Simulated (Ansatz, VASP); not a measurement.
**Two plane-wave programs on TiSi2**

```
Ti Si
1.0
     1.69661   -6.97745    0.00000
     1.69661    6.97745    0.00000
     0.00000    0.00000    3.43055
Ti Si
2 4
Direct
  0.89751 0.10249 0.75000
  0.10249 0.89751 0.25000
  0.55998 0.44002 0.75000
  0.44002 0.55998 0.25000
  0.24972 0.75028 0.75000
  0.75028 0.24972 0.25000
```

Change from the starting cell: volume 13.537 Å^3 an atom, stretch along b over the lengths across it, relative to the relaxed cell 1.0835.

Alike in both runs: task single point; functional PBEsol; k mesh 14 × 14 × 12; occupations gaussian, width 0.15 eV; no spin polarisation.

|  | VASP | Ansatz |
| --- | --- | --- |
| version | VASP 6.6.1 | Ansatz 0.2.0 |
| potentials or method | VASP PAW PBE potentials, release 64 (Ti_sv, Si), cutoff 520 eV | scalar-relativistic, plane waves, PAW |
| valence electrons in the cell | 40 | 40 |

VASP gave:

| Quantity | Value |
| --- | --- |
| gap on the k mesh at the Fermi level (eV) | none |
| pressure (GPa) | 7.2 |
| traceless stress, the component that is largest in VASP (GPa) | -13.69 |
| rms of the force components (eV/Å) | 0.240 |

**Question.** Which values does Ansatz return?

**Answer.** gap on the k mesh at the Fermi level (eV): none; pressure (GPa): 7.1; traceless stress, the component that is largest in VASP (GPa): -13.63; rms of the force components (eV/Å): 0.240.

VASP's potentials were made for PBE, not for PBEsol, and Ansatz warns of the same on its side. Atom by atom the forces differ by 0.001 eV/Å (rms over components). A gap of «none» marks a metal or a gap that the smearing closes.
